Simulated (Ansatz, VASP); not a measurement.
# CdS: VASP beside Ansatz

```
CELL_PARAMETERS angstrom
0.00000 2.91352 2.94295
2.91352 0.00000 2.94295
2.91352 2.91352 0.00000
ATOMIC_POSITIONS crystal
Cd 0.00000 0.00000 0.00000
S 0.75000 0.75000 0.75000
```

Change from the starting cell: equal xx and yy strain of -1 %, crystal datasets.

Alike in both runs: task electric field gradients; functional PBE; k mesh 7 × 7 × 7; occupations fermi-dirac, width 0.02 eV; no spin polarisation.

```csv
,VASP,Ansatz
version,VASP 6.6.1,Ansatz 0.2.0
potentials or method,"VASP PAW PBE potentials, release 64 (Cd, S), cutoff 520 eV","all-electron PAW with datasets made for the crystal, scalar-relativistic"
```

```csv
,VASP,Ansatz,Ansatz less VASP
gap on the k mesh at the Fermi level (eV),1.12,1.12,-0.004
pressure (GPa),2.7,2.4,-0.32
"traceless stress, the component that is largest in VASP (GPa)",-0.11,-0.12,-0.002
size of Vzz on the site where it differs most (V/Å²),3.1,3.3,+0.21
```

Ansatz ran all-electron here, and VASP with PAW potentials.
